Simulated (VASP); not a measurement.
# Al (Fm-3m) in VASP: a series of runs, part 3 of 3

VASP 6.6.1. The steps go on from the part before.

**5. Single point, LDA (16.75 Å³/atom)**

This run uses another cell than the first one, of 16.75 Å³/atom.

The input, INCAR:

```
PREC     = Accurate       # precision mode
ENCUT    = 520            # plane-wave cutoff, eV
EDIFF    = 1E-7           # SCF threshold, eV
ISMEAR   = -1             # smearing method
SIGMA    = 0.03           # smearing width, eV
LREAL    = False          # projectors in reciprocal space
LASPH    = True           # aspherical terms in the spheres
NELM     = 60             # most SCF steps
ALGO     = Normal         # electronic algorithm
ISIF     = 2              # what is computed and relaxed
LWAVE    = False          # write WAVECAR
LCHARG   = True           # write CHGCAR
LELF     = True           # ELF
LVHAR    = True         
NBANDS   = 8              # bands
```

The input, KPOINTS:

```
Automatic mesh
0
Gamma
  17 17 17
```

The input, POSCAR:

```
Al
1.0
    0.0000000000      2.0307042354      2.0307042354
    2.0307042354      0.0000000000      2.0307042354
    2.0307042354      2.0307042354      0.0000000000
Al
1
Direct
    0.0000000000      0.0000000000      0.0000000000
```

Potentials or basis: VASP PAW LDA potentials, release 64 (Al).

The run is started by

```console
$ cat potpaw_LDA.64/Al/POTCAR > POTCAR
$ mpirun -np 1 vasp_std > vasp.out
```

OUTCAR:

```text
PREC = Accurate
   ENCUT = 520
   EDIFF = 1E-7
   ISMEAR = -1
   LREAL = False
   LASPH = True
   NELM = 60
   ISIF = 2

 ion  position               nearest neighbor table
   1  0.000  0.000  0.000-

  LATTYP: Found a face centered cubic cell.
 ALAT       =     4.0614084708

  Lattice vectors:

 A1 = (   0.0000000000,   2.0307042354,   2.0307042354)
 A2 = (   2.0307042354,   0.0000000000,   2.0307042354)
 A3 = (   2.0307042354,   2.0307042354,   0.0000000000)

Analysis of symmetry for initial positions (statically):
=====================================================================
 Subroutine PRICEL returns:
 Original cell was already a primitive cell.

 Routine SETGRP: Setting up the symmetry group for a
 face centered cubic supercell.

 Subroutine GETGRP returns: Found 48 space group operations
 (whereof 48 operations were pure point group operations)
 out of a pool of 48 trial point group operations.

The static configuration has the point symmetry O_h .

Analysis of symmetry for dynamics (positions and initial velocities):
=====================================================================
 Subroutine PRICEL returns:
 Original cell was already a primitive cell.

 Routine SETGRP: Setting up the symmetry group for a
 face centered cubic supercell.

 Subroutine GETGRP returns: Found 48 space group operations
 (whereof 48 operations were pure point group operations)
 out of a pool of 48 trial point group operations.

The dynamic configuration has the point symmetry O_h .

 Subroutine INISYM returns: Found 48 space group operations
 (whereof 48 operations are pure point group operations),
 and found     1 'primitive' translations

----------------------------------------------------------------------------------------

                                     Primitive cell

  volume of cell :      16.7483

  direct lattice vectors                    reciprocal lattice vectors
     0.000000000  2.030704235  2.030704235    -0.246220002  0.246220002  0.246220002
     2.030704235  0.000000000  2.030704235     0.246220002 -0.246220002  0.246220002
     2.030704235  2.030704235  0.000000000     0.246220002  0.246220002 -0.246220002

  length of vectors
     2.871849471  2.871849471  2.871849471     0.426465553  0.426465553  0.426465553

  position of ions in fractional coordinates (direct lattice)
     0.000000000  0.000000000  0.000000000

  ion indices of the primitive-cell ions
   primitive index   ion index
                 1           1

----------------------------------------------------------------------------------------

 KPOINTS: Automatic mesh

Automatic generation of k-mesh.
 Grid dimensions read from file:
 generate k-points for:   17   17   17

 Generating k-lattice:

  Cartesian coordinates                     Fractional coordinates (reciprocal lattice)
    -0.014483530  0.014483530  0.014483530     0.058823529  0.000000000  0.000000000
     0.014483530 -0.014483530  0.014483530     0.000000000  0.058823529  0.000000000
     0.014483530  0.014483530 -0.014483530     0.000000000  0.000000000  0.058823529

  Length of vectors
     0.025086209  0.025086209  0.025086209

  Shift w.r.t. Gamma in fractional coordinates (k-lattice)
     0.000000000  0.000000000  0.000000000

 Subroutine IBZKPT returns following result:
 ===========================================

 Found    165 irreducible k-points:

 Following reciprocal coordinates:
            Coordinates               Weight
  0.000000  0.000000  0.000000      1.000000
  0.058824  0.000000  0.000000      8.000000
  0.117647  0.000000  0.000000      8.000000
  0.176471  0.000000  0.000000      8.000000
  0.235294  0.000000  0.000000      8.000000
  0.294118  0.000000  0.000000      8.000000
[... 16 lines left out ...]
 -0.176471  0.058824  0.000000     24.000000
 -0.117647  0.058824  0.000000     24.000000
 [... further k-points ...]
   k-points           NKPTS =    165   k-points in BZ     NKDIM =    165   number of bands    NBANDS=      8
   number of dos      NEDOS =    301   number of ions     NIONS =      1
   total plane-waves  NPLWV =  13824
   dimension x,y,z NGX =    24 NGY =   24 NGZ =   24
   dimension x,y,z NGXF=    48 NGYF=   48 NGZF=   48
   ions per type =               1
   NGX,Y,Z   is equivalent  to a cutoff of  13.89, 13.89, 13.89 a.u.
   NGXF,Y,Z  is equivalent  to a cutoff of  27.79, 27.79, 27.79 a.u.
 SYSTEM =  unknown system
   PREC   = accura    normal or accurate (medium, high low for compatibility)
   ISTART =      0    job   : 0-new  1-cont  2-samecut
   ICHARG =      2    charge: 1-file 2-atom 10-const
   ISPIN  =      1    spin polarized calculation?
   LNONCOLLINEAR =      F non collinear calculations
   LSORBIT =      F    spin-orbit coupling
   LASPH  =      T    aspherical Exc in radial PAW
   ENCUT  =  520.0 eV  38.22 Ry    6.18 a.u.   5.34  5.34  5.34*2*pi/ulx,y,z
   NELM   =     60;   NELMIN=  2; NELMDL= -5     # of ELM steps
   EDIFF  = 0.1E-06   stopping-criterion for ELM
   LREAL  =      F    real-space projection
   EDIFFG = 0.1E-05   stopping-criterion for IOM
   NSW    =      0    number of steps for IOM
   IBRION =     -1    ionic relax: 0-MD 1-quasi-New 2-CG
   NFREE  =      0    steps in history (QN), initial steepest desc. (CG)
   ISIF   =      2    stress and relaxation
   ISYM   =      2    0-nonsym 1-usesym 2-fastsym
   POTIM  = 0.5000    time-step for ionic-motion
   TEBEG  =    0.0;   TEEND  =   0.0 temperature during run
   PSTRESS=    0.0 pullay stress
   NELECT =       3.0000    total number of electrons
   NUPDOWN=      -1.0000    fix difference up-down
   EMIN   =  10.00;   EMAX   =-10.00  energy-range for DOS
   EFERMI =   0.00;   METHOD = LEGACY
   ISMEAR =    -1;   SIGMA  =   0.03  broadening in eV -4-tet -1-fermi 0-gaus
   EFERMI_NEDOS =   21; number of points for ismear=-14 and -15
   IALGO  =     38    algorithm
   IMIX   =      4    mixing-type and parameters
     AMIX     =   0.40;   BMIX     =  1.00
     AMIX_MAG =   1.60;   BMIX_MAG =  1.00
  volume/ion in A,a.u.               =      16.75       113.02
  Fermi-wavevector in a.u.,A,eV,Ry     =   0.922838  1.743910 11.587117  0.851629
  Thomas-Fermi vector in A             =   2.048408
   LORBIT       =      0    0 simple, 1 ext, 2 COOP (PROOUT), +10 PAW based schemes
   GGA     = CA    functional components
   LHFCALC =     F    Hartree Fock is set to
   AEXX    =    0.0000 exact exchange contribution
   IVDW    =     0    specifies the selected vdW correction
   LEPSILON=     F    determine dielectric tensor
   LRPA    =     F    only Hartree local field effects (RPA)
 non-spin polarized calculation
  energy-cutoff  :      520.00
  volume of cell :       16.75
 maximum number of plane-waves:       465
 NGX is ok and might be reduce to    24
   NGX = 11   NGY = 11   NGZ = 11

 number of electron       3.0000000 magnetization

 Free energy of the ion-electron system (eV)
  ---------------------------------------------------
  ext. energy  EPLUGINS =         0.00000000
  ---------------------------------------------------
  free energy    TOTEN  =        -4.18128542 eV

  energy without entropy =       -4.17971976  energy(sigma->0) =       -4.18050259

 E-fermi :   7.6330     XC(G=0): -10.2886

 val. band max:        7.6008721527   @ k =  -0.4118   0.3529   0.0000
 cond. band min:       7.6488659791   @ k =  -0.3529   0.4706   0.1765
 fundamental gap:      0.0479938264
 Fermi energy:         7.6329983486

 k-point     1 :       0.0000    0.0000    0.0000
  band No.  band energies     occupation
      1      -3.3605      2.00000
      2      20.1280      0.00000
      3      20.1280      0.00000
      4      20.1280      0.00000
      5      21.3339      0.00000
      6      21.3339      0.00000
      7      21.3339      0.00000
      8      24.1424      0.00000
[... 243 lines left out ...]
 k-point    24 :      -0.1176    0.0588    0.0000
  band No.  band energies     occupation
      1      -2.7731      2.00000
      2      15.3708      0.00000
      3      17.3302      0.00000
      4      20.1885      0.00000
      5      22.0655      0.00000
      6      22.5936      0.00000
      7      23.8415      0.00000
      8      23.8443      0.00000

 [... further k-points ...]

------------------------ aborting loop because EDIFF is reached ----------------------------------------

  FORCE on cell =-STRESS in cart. coord.  units (eV):
  Direction    XX          YY          ZZ          XY          YZ          ZX
  --------------------------------------------------------------------------------------
  -------------------------------------------------------------------------------------
  Total       -0.4439828     -0.4439828     -0.4439828     -0.0000000      0.0000000      0.0000000
  in kB      -42.4723906    -42.4723906    -42.4723906     -0.0000000      0.0000000      0.0000000
  external PRESSURE =     -42.4723906 kB  Pullay stress =       0.0000000 kB

 VOLUME and BASIS-vectors are now :
 -----------------------------------------------------------------------------
  energy-cutoff  :      520.00
  volume of cell :       16.75
      direct lattice vectors                 reciprocal lattice vectors
     0.000000000  2.030704235  2.030704235    -0.246220002  0.246220002  0.246220002
     2.030704235  0.000000000  2.030704235     0.246220002 -0.246220002  0.246220002
     2.030704235  2.030704235  0.000000000     0.246220002  0.246220002 -0.246220002

 POSITION                                       TOTAL-FORCE (eV/Angst)
 -----------------------------------------------------------------------------------
      0.00000      0.00000      0.00000         0.000000     -0.000000      0.000000
 -----------------------------------------------------------------------------------
    total drift:                               -0.000000      0.000000      0.000000

  FREE ENERGIE OF THE ION-ELECTRON SYSTEM (eV)
  ---------------------------------------------------
  free  energy   TOTEN  =        -4.1812854165 eV

  energy  without entropy=       -4.1797197578  energy(sigma->0) =       -4.18050259
```

It took 17 s on 1 thread of Intel Xeon 8259CL, shared host; peak memory 0.13 GiB.

Results:

```yaml
Free_energy: -4.1813 eV
Pressure: -4.2 GPa
Band_gap_on_the_k_mesh: zero (an odd number of electrons rules out a gap without spin polarisation)
```

Caveat: the cell stands under tension.

**6. Overview**

```tsv
cell	gap on the mesh (eV)	pressure (GPa)
a = 2.804 Å, angles 60.0°, 1 atom	none	1.2
a = 2.843 Å, angles 60.0°, 1 atom	none	-2.2
a = 2.853 Å, angles 60.0°, 1 atom	none	-2.9
a = 2.872 Å, angles 60.0°, 1 atom	none	-4.2
```

Alike in all rows: task single point; level LDA; potentials or basis VASP PAW LDA potentials, release 64 (Al); no spin polarisation; k mesh 17 × 17 × 17; cutoff (eV) 520; smearing fermi-dirac 0.03 eV.

Caveats: the cell stands under tension (at least some runs).

Total energies depend on the potentials used, so only differences within one code and one set of settings carry meaning.
